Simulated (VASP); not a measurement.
# NaH (F-43m) in VASP: a series of runs

NaH is run at these levels: HSE06, PBE-based screened hybrid with 75 % exact exchange, PBE-based screened hybrid with 35 % exact exchange, PBE-based screened hybrid with 30 % exact exchange; tasks: single point.

All numbers are computed with VASP 6.6.1; they aren't measurements. Logs are shortened: lines on timing, memory, paths and dates and some standing lists are left out, and cuts for length are marked.

### 1 The cell of the first run

The structure is cubic, space group F-43m (No. 216). The conventional cell has a = 5.194 Å, b = 5.194 Å, c = 5.194 Å, α = 90.00°, β = 90.00°, γ = 90.00°. Na (site symmetry -43m) has 4 H at 2.25 Å within 3.0 Å. Within 3.0 Å of H (site symmetry -43m) lie 4 Na at 2.25 Å.

### 2 Single point, HSE06

File POSCAR:

```
NaH
1.0
    0.0000000000      2.5969210614      2.5969210614
    2.5969210614      0.0000000000      2.5969210614
    2.5969210614      2.5969210614      0.0000000000
Na H
1 1
Direct
    0.0000000000      0.0000000000      0.0000000000
    0.2500000000      0.2500000000      0.2500000000
```

File INCAR.step1:

```
SYSTEM = NaH
PREC = Accurate ; ENCUT = 520
EDIFF = 1E-5 ; ISMEAR = 0
SIGMA = 0.01 ; LREAL = .False.
LASPH = .True. ; NELM = 80
ALGO = Normal ; ISIF = 2
LWAVE = .True. ; LCHARG = .False.
GGA = PE ; NBANDS = 11
```

File INCAR.step2:

```
SYSTEM = NaH
PREC = Accurate ; ENCUT = 520
EDIFF = 1E-6 ; ISMEAR = 0
SIGMA = 0.01 ; LREAL = .False.
LASPH = .True. ; NELM = 80
ALGO = Normal ; ISIF = 2
LWAVE = .False. ; LCHARG = .False.
GGA = PE ; LHFCALC = .True.
HFSCREEN = 0.2079 ; PRECFOCK = Normal
ISTART = 1 ; NBANDS = 11
```

File KPOINTS:

```
regular mesh
0
Gamma
  4 4 4
  0 0 0
```

Potentials or basis: VASP PAW PBE potentials, release 64 (Na_pv, H).

The run is started by

```bash
cat potpaw_PBE.64/Na_pv/POTCAR potpaw_PBE.64/H/POTCAR > POTCAR
cp INCAR.step1 INCAR
mpirun -np 1 vasp_std > vasp.out
cp INCAR.step2 INCAR
mpirun -np 1 vasp_std > vasp.out
```

OUTCAR:

```text
SYSTEM = NaH
   PREC = Accurate
   ENCUT = 520
   EDIFF = 1E-6
   ISMEAR = 0
   LREAL = .False.
   LASPH = .True.
   NELM = 80
   ISIF = 2
   GGA = PE
   LHFCALC = .True.
   HFSCREEN = 0.2079
   PRECFOCK = Normal
   ISTART = 1

 ion  position               nearest neighbor table
   1  0.000  0.000  0.000-
   2  0.250  0.250  0.250-

  LATTYP: Found a face centered cubic cell.
 ALAT       =     5.1938421228

  Lattice vectors:

 A1 = (   0.0000000000,   2.5969210614,   2.5969210614)
 A2 = (   2.5969210614,   0.0000000000,   2.5969210614)
 A3 = (   2.5969210614,   2.5969210614,   0.0000000000)

Analysis of symmetry for initial positions (statically):
=====================================================================
 Subroutine PRICEL returns:
 Original cell was already a primitive cell.

 Routine SETGRP: Setting up the symmetry group for a
 face centered cubic supercell.

 Subroutine GETGRP returns: Found 24 space group operations
 (whereof 24 operations were pure point group operations)
 out of a pool of 48 trial point group operations.

The static configuration has the point symmetry T_d .

Analysis of symmetry for dynamics (positions and initial velocities):
=====================================================================
 Subroutine PRICEL returns:
 Original cell was already a primitive cell.

 Routine SETGRP: Setting up the symmetry group for a
 face centered cubic supercell.

 Subroutine GETGRP returns: Found 24 space group operations
 (whereof 24 operations were pure point group operations)
 out of a pool of 48 trial point group operations.

The dynamic configuration has the point symmetry T_d .

 Subroutine INISYM returns: Found 24 space group operations
 (whereof 24 operations are pure point group operations),
 and found     1 'primitive' translations

----------------------------------------------------------------------------------------

                                     Primitive cell

  volume of cell :      35.0273

  direct lattice vectors                    reciprocal lattice vectors
     0.000000000  2.596921061  2.596921061    -0.192535694  0.192535694  0.192535694
     2.596921061  0.000000000  2.596921061     0.192535694 -0.192535694  0.192535694
     2.596921061  2.596921061  0.000000000     0.192535694  0.192535694 -0.192535694

  length of vectors
     3.672600985  3.672600985  3.672600985     0.333481605  0.333481605  0.333481605

  position of ions in fractional coordinates (direct lattice)
     0.000000000  0.000000000  0.000000000
     0.250000000  0.250000000  0.250000000

  ion indices of the primitive-cell ions
   primitive index   ion index
                 1           1
                 2           2

----------------------------------------------------------------------------------------

 KPOINTS: regular mesh

Automatic generation of k-mesh.
 Grid dimensions read from file:
 generate k-points for:    4    4    4

 Generating k-lattice:

  Cartesian coordinates                     Fractional coordinates (reciprocal lattice)
    -0.048133924  0.048133924  0.048133924     0.250000000  0.000000000  0.000000000
     0.048133924 -0.048133924  0.048133924     0.000000000  0.250000000  0.000000000
     0.048133924  0.048133924 -0.048133924     0.000000000  0.000000000  0.250000000

  Length of vectors
     0.083370401  0.083370401  0.083370401

  Shift w.r.t. Gamma in fractional coordinates (k-lattice)
     0.000000000  0.000000000  0.000000000

 Subroutine IBZKPT returns following result:
 ===========================================

 Found      8 irreducible k-points:

 Following reciprocal coordinates:
            Coordinates               Weight
  0.000000  0.000000  0.000000      1.000000
  0.250000  0.000000  0.000000      8.000000
  0.500000  0.000000  0.000000      4.000000
  0.250000  0.250000  0.000000      6.000000
  0.500000  0.250000  0.000000     24.000000
 -0.250000  0.250000  0.000000     12.000000
  0.500000  0.500000  0.000000      3.000000
 -0.250000  0.500000  0.250000      6.000000
   k-points           NKPTS =      8   k-points in BZ     NKDIM =     64   number of bands    NBANDS=     11
   number of dos      NEDOS =    301   number of ions     NIONS =      2
   total plane-waves  NPLWV =  21952
   dimension x,y,z NGX =    28 NGY =   28 NGZ =   28
   dimension x,y,z NGXF=    56 NGYF=   56 NGZF=   56
   ions per type =               1   1
   NGX,Y,Z   is equivalent  to a cutoff of  12.67, 12.67, 12.67 a.u.
   NGXF,Y,Z  is equivalent  to a cutoff of  25.35, 25.35, 25.35 a.u.
 SYSTEM =  NaH
   PREC   = accura    normal or accurate (medium, high low for compatibility)
   ISTART =      1    job   : 0-new  1-cont  2-samecut
   ICHARG =      0    charge: 1-file 2-atom 10-const
   ISPIN  =      1    spin polarized calculation?
   LNONCOLLINEAR =      F non collinear calculations
   LSORBIT =      F    spin-orbit coupling
   LASPH  =      T    aspherical Exc in radial PAW
[... 55 lines left out ...]

  energy without entropy =       -5.65381365  energy(sigma->0) =       -5.65381365

 E-fermi :  -2.5604     XC(G=0):  -5.7984

 val. band max:       -2.6383080926   @ k =  -0.2500   0.5000   0.2500
 cond. band min:       1.9722415286   @ k =   0.5000   0.0000   0.0000
 fundamental gap:      4.6105496212
 Fermi energy:        -2.5603728697

 k-point     1 :       0.0000    0.0000    0.0000
  band No.  band energies     occupation
      1     -26.8960      2.00000
      2     -26.8960      2.00000
      3     -26.8960      2.00000
      4      -5.7032      2.00000
      5       6.8928      0.00000
      6      12.0882      0.00000
      7      12.0882      0.00000
      8      12.0882      0.00000
      9      14.7612      0.00000
     10      14.7612      0.00000
     11      14.7612      0.00000

 k-point     2 :       0.2500    0.0000    0.0000
  band No.  band energies     occupation
      1     -26.9184      2.00000
      2     -26.8988      2.00000
      3     -26.8988      2.00000
      4      -4.7891      2.00000
      5       4.4842      0.00000
      6      10.1908      0.00000
      7      11.4590      0.00000
      8      11.4590      0.00000
      9      14.4572      0.00000
     10      14.4572      0.00000
     11      15.4411      0.00000

 k-point     3 :       0.5000    0.0000    0.0000
  band No.  band energies     occupation
      1     -26.9404      2.00000
      2     -26.9016      2.00000
      3     -26.9016      2.00000
      4      -3.4041      2.00000
      5       1.9722      0.00000
      6       9.3785      0.00000
      7      11.3082      0.00000
      8      11.3082      0.00000
      9      12.9272      0.00000
     10      12.9272      0.00000
     11      14.3295      0.00000

 k-point     4 :       0.2500    0.2500    0.0000
  band No.  band energies     occupation
      1     -26.9183      2.00000
      2     -26.9034      2.00000
      3     -26.9034      2.00000
      4      -4.4946      2.00000
      5       4.7746      0.00000
      6       9.5236      0.00000
      7       9.5236      0.00000
      8       9.8155      0.00000
      9      12.6459      0.00000
     10      16.0736      0.00000
     11      19.0736      0.00000

 k-point     5 :       0.5000    0.2500    0.0000
  band No.  band energies     occupation
      1     -26.9333      2.00000
      2     -26.9128      2.00000
      3     -26.9062      2.00000
      4      -3.1334      2.00000
      5       3.0958      0.00000
      6       6.2671      0.00000
      7       9.2488      0.00000
      8       9.3579      0.00000
      9      14.9863      0.00000
     10      16.1985      0.00000
     11      16.8883      0.00000

 k-point     6 :      -0.2500    0.2500    0.0000
  band No.  band energies     occupation
      1     -26.9280      2.00000
      2     -26.9137      2.00000
      3     -26.9016      2.00000
      4      -3.5971      2.00000
      5       3.3613      0.00000
      6       6.4043      0.00000
      7      10.6398      0.00000
      8      10.7378      0.00000
      9      14.5146      0.00000
     10      15.0828      0.00000
     11      17.0587      0.00000

 k-point     7 :       0.5000    0.5000    0.0000
  band No.  band energies     occupation
      1     -26.9393      2.00000
      2     -26.9108      2.00000
      3     -26.9108      2.00000
      4      -2.7266      2.00000
      5       3.4641      0.00000
      6       5.9501      0.00000
      7       8.3632      0.00000
      8       8.3632      0.00000
      9      11.0616      0.00000
     10      19.9573      0.00000
     11      22.3620      0.00000

 k-point     8 :      -0.2500    0.5000    0.2500
  band No.  band energies     occupation
      1     -26.9282      2.00000
      2     -26.9217      2.00000
      3     -26.9111      2.00000
      4      -2.6383      2.00000
      5       4.3135      0.00000
      6       4.5400      0.00000
      7       5.8830      0.00000
      8      12.8828      0.00000
      9      14.0134      0.00000
     10      15.9034      0.00000
     11      16.8545      0.00000

------------------------ aborting loop because EDIFF is reached ----------------------------------------

  FORCE on cell =-STRESS in cart. coord.  units (eV):
  Direction    XX          YY          ZZ          XY          YZ          ZX
  --------------------------------------------------------------------------------------
  -------------------------------------------------------------------------------------
  Total        0.0114493      0.0114493      0.0114493      0.0000000      0.0000000      0.0000000
  in kB        0.5237005      0.5237005      0.5237005      0.0000000      0.0000000      0.0000000
  external PRESSURE =       0.5237005 kB  Pullay stress =       0.0000000 kB

 VOLUME and BASIS-vectors are now :
 -----------------------------------------------------------------------------
  energy-cutoff  :      520.00
  volume of cell :       35.03
      direct lattice vectors                 reciprocal lattice vectors
     0.000000000  2.596921061  2.596921061    -0.192535694  0.192535694  0.192535694
     2.596921061  0.000000000  2.596921061     0.192535694 -0.192535694  0.192535694
     2.596921061  2.596921061  0.000000000     0.192535694  0.192535694 -0.192535694

 POSITION                                       TOTAL-FORCE (eV/Angst)
 -----------------------------------------------------------------------------------
      0.00000      0.00000      0.00000        -0.000000     -0.000000     -0.000000
      1.29846      1.29846      1.29846         0.000000      0.000000      0.000000
 -----------------------------------------------------------------------------------
    total drift:                                0.000004      0.000001      0.000002

  FREE ENERGIE OF THE ION-ELECTRON SYSTEM (eV)
  ---------------------------------------------------
  free  energy   TOTEN  =        -5.6538136506 eV

  energy  without entropy=       -5.6538136506  energy(sigma->0) =       -5.65381365
```

It took 70 s on 1 thread of Intel Xeon Platinum 8488C (Sapphire Rapids), shared host; peak memory 0.24 GiB.

Results:

| Item | Value |
| --- | --- |
| Free energy | -5.6538 eV |
| Pressure | 0.1 GPa |
| Band gap on the k mesh | 4.61 eV (least direct gap 5.38 eV) |

Levels at points of the mesh, in eV from the valence-band top:
```csv
k point,band 1,band 2,band 3,band 4,band 5,band 6,band 7,band 8
"(0.00, 0.00, 0.00)",-24.26,-24.26,-24.26,-3.06,9.53,14.73,14.73,14.73
"(0.50, 0.00, 0.00)",-24.30,-24.26,-24.26,-0.77,4.61,12.02,13.95,13.95
"(0.50, 0.50, 0.00)",-24.30,-24.27,-24.27,-0.09,6.10,8.59,11.00,11.00
```

Caveat: the k points lie up to 0.52 Å⁻¹ apart; the PAW data sets were made with another functional, which shifts forces and pressure a little. A k mesh can miss the band edges.

### 3 Single point, PBE-based screened hybrid with 75 % exact exchange

POSCAR is that of step 2.

File INCAR.step1:

```
  PREC = Accurate
  ENCUT = 520
  EDIFF = 1E-5
  ISMEAR = 0
  SIGMA = 0.01
  LREAL = F
  LASPH = T
  NELM = 60
  ALGO = Normal
  ISIF = 2
  LWAVE = T
  NBANDS = 11
  GGA = PE
```

File INCAR.step2:

```
  PREC = Accurate
  ENCUT = 520
  EDIFF = 1E-6
  ISMEAR = 0
  SIGMA = 0.01
  LREAL = F
  LASPH = T
  NELM = 60
  ALGO = Normal
  ISIF = 2
  LWAVE = F
  LCHARG = T
  GGA = PE
  LHFCALC = T
  AEXX = 0.75
  HFSCREEN = 0.2078
  PRECFOCK = Normal
  LELF = T
  LVHAR = T
  NBANDS = 11
  ISTART = 1
```

File KPOINTS:

```
regular mesh
0
Gamma
  4 4 4
```

Potentials or basis: VASP PAW PBE potentials, release 64 (Na_pv, H).

The run is started by

```bash
cat potpaw_PBE.64/Na_pv/POTCAR potpaw_PBE.64/H/POTCAR > POTCAR
cp INCAR.step1 INCAR
mpirun -np 1 vasp_std > vasp.out
cp INCAR.step2 INCAR
mpirun -np 1 vasp_std > vasp.out
```

Run time: 84 s. Hardware: 1 thread of Intel Xeon Platinum 8488C (Sapphire Rapids), shared host; peak memory 0.25 GiB.

It converged, with:

* Free energy: -7.0738 eV
* Pressure: -0.3 GPa
* Band gap on the k mesh: 6.72 eV (least direct gap 7.58 eV)

Levels at points of the mesh, in eV from the valence-band top:
```tsv
k point	band 1	band 2	band 3	band 4	band 5	band 6	band 7	band 8
(0.00, 0.00, 0.00)	-28.78	-28.78	-28.78	-3.42	12.14	17.56	17.56	17.56
(0.50, 0.00, 0.00)	-28.82	-28.78	-28.78	-0.86	6.72	14.71	16.70	16.70
(0.50, 0.50, 0.00)	-28.82	-28.79	-28.79	-0.09	8.34	10.90	13.58	13.58
```

Caveat: the k points lie up to 0.52 Å⁻¹ apart; the PAW data sets were made with another functional, which shifts forces and pressure a little. A k mesh can miss the band edges.

### 4 Single point, PBE-based screened hybrid with 35 % exact exchange

POSCAR is that of step 3.

File INCAR.step1:

```
SYSTEM = NaH
  PREC = Accurate
  ENCUT = 520
  EDIFF = 1E-5
  ISMEAR = 0
  SIGMA = 0.01
  LREAL = .FALSE.
  LASPH = .TRUE.
  NELM = 60
  ALGO = Normal
  ISIF = 2
  LWAVE = .TRUE.
  LCHARG = .FALSE.
  NBANDS = 11
  GGA = PE
```

File INCAR.step2:

```
SYSTEM = NaH
  PREC = Accurate
  ENCUT = 520
  EDIFF = 1E-6
  ISMEAR = 0
  SIGMA = 0.01
  LREAL = .FALSE.
  LASPH = .TRUE.
  NELM = 60
  ALGO = Normal
  ISIF = 2
  LWAVE = .FALSE.
  LCHARG = .FALSE.
  GGA = PE
  LHFCALC = .TRUE.
  AEXX = 0.35
  HFSCREEN = 0.3
  PRECFOCK = Normal
  NBANDS = 11
  ISTART = 1
```

File KPOINTS:

```
Automatic mesh
0
G
  4 4 4
  0 0 0
```

The run is started by

```bash
cat potpaw_PBE.64/Na_pv/POTCAR potpaw_PBE.64/H/POTCAR > POTCAR
cp INCAR.step1 INCAR
mpirun -np 1 vasp_std > vasp.out
cp INCAR.step2 INCAR
mpirun -np 1 vasp_std > vasp.out
```

Run time: 83 s. Hardware: 1 thread of Intel Xeon Platinum 8488C (Sapphire Rapids), shared host; peak memory 0.24 GiB.

Results (log left out):

```
Free energy            : -5.7628 eV
Pressure               : 0.0 GPa
Band gap on the k mesh : 4.72 eV (least direct gap 5.48 eV)
```

Levels at points of the mesh, in eV from the valence-band top:
```tsv
k point	band 1	band 2	band 3	band 4	band 5	band 6	band 7	band 8	band 9
(0.00, 0.00, 0.00)	-25.10	-25.10	-25.10	-3.06	9.69	14.90	14.90	14.90	17.59
(0.50, 0.00, 0.00)	-25.14	-25.10	-25.10	-0.77	4.72	12.19	14.11	14.11	15.75
(0.50, 0.50, 0.00)	-25.14	-25.11	-25.11	-0.08	6.22	8.72	11.14	11.14	13.88
```

Caveat: the k points lie up to 0.52 Å⁻¹ apart; the PAW data sets were made with another functional, which shifts forces and pressure a little. A k mesh can miss the band edges.

### 5 Single point, PBE-based screened hybrid with 30 % exact exchange

POSCAR is that of step 4.

File INCAR.step1:

```
SYSTEM = NaH
PREC     = Accurate       ! precision mode
ENCUT    = 520            ! plane-wave cutoff, eV
EDIFF    = 1E-5           ! SCF threshold, eV
ISMEAR   = 0              ! smearing method
SIGMA    = 0.01           ! smearing width, eV
LREAL    = .FALSE.        ! projectors in reciprocal space
LASPH    = .TRUE.         ! aspherical terms in the spheres
NELM     = 60             ! most SCF steps
ALGO     = Normal         ! electronic algorithm
ISIF     = 2              ! what is computed and relaxed
LWAVE    = .TRUE.         ! write WAVECAR
GGA      = PE             ! functional
NBANDS   = 11             ! bands
```

File INCAR.step2:

```
SYSTEM = NaH
PREC     = Accurate       ! precision mode
ENCUT    = 520            ! plane-wave cutoff, eV
EDIFF    = 1E-7           ! SCF threshold, eV
ISMEAR   = 0              ! smearing method
SIGMA    = 0.01           ! smearing width, eV
LREAL    = .FALSE.        ! projectors in reciprocal space
LASPH    = .TRUE.         ! aspherical terms in the spheres
NELM     = 60             ! most SCF steps
ALGO     = Normal         ! electronic algorithm
ISIF     = 2              ! what is computed and relaxed
LWAVE    = .FALSE.        ! write WAVECAR
LCHARG   = .TRUE.         ! write CHGCAR
GGA      = PE             ! functional
LHFCALC  = .TRUE.         ! exact exchange
AEXX     = 0.3            ! exact-exchange fraction
HFSCREEN = 0.1            ! screening, 1/A
PRECFOCK = Normal       
LELF     = .TRUE.         ! ELF
LVHAR    = .TRUE.       
ISTART   = 1            
NBANDS   = 11             ! bands
```

KPOINTS is that of step 4.

The run is started by

```bash
cat potpaw_PBE.64/Na_pv/POTCAR potpaw_PBE.64/H/POTCAR > POTCAR
cp INCAR.step1 INCAR
mpirun -np 1 vasp_std > vasp.out
cp INCAR.step2 INCAR
mpirun -np 1 vasp_std > vasp.out
```

Run time: 1.7 min. Hardware: 1 thread of Intel Xeon Platinum 8488C (Sapphire Rapids), shared host; peak memory 0.25 GiB.

It converged, with:

* Free energy: -6.0001 eV
* Pressure: 0.0 GPa
* Band gap on the k mesh: 5.24 eV (least direct gap 6.02 eV)

Levels at points of the mesh, in eV from the valence-band top:
```tsv
k point	band 1	band 2	band 3	band 4	band 5	band 6	band 7	band 8	band 9
(0.00, 0.00, 0.00)	-24.73	-24.73	-24.73	-3.15	10.24	15.48	15.48	15.48	18.14
(0.50, 0.00, 0.00)	-24.77	-24.74	-24.74	-0.79	5.24	12.73	14.69	14.69	16.30
(0.50, 0.50, 0.00)	-24.77	-24.75	-24.75	-0.09	6.76	9.24	11.72	11.72	14.43
```

Caveat: the k points lie up to 0.52 Å⁻¹ apart; the PAW data sets were made with another functional, which shifts forces and pressure a little. A k mesh can miss the band edges.

### 6 The runs side by side

```tsv
level	share of exact exchange	screening parameter	gap on the mesh (eV)	pressure (GPa)
HSE06	0.25	0.2079 1/Å	4.61	0.1
PBE-based screened hybrid with 75 % exact exchange	0.75	0.2078 1/Å	6.72	-0.3
PBE-based screened hybrid with 35 % exact exchange	0.35	0.3 1/Å	4.72	0.0
PBE-based screened hybrid with 30 % exact exchange	0.3	0.1 1/Å	5.24	0.0
```

Alike in all rows: task single point; potentials or basis VASP PAW PBE potentials, release 64 (Na_pv, H); no spin polarisation; cell as given; k mesh 4 × 4 × 4; cutoff (eV) 520; smearing gaussian 0.01 eV.

Caveats: all runs use coarse meshes; the PAW data sets were made with another functional, which shifts forces and pressure a little.

Total energies depend on the potentials used, so only differences within one code and one set of settings carry meaning.
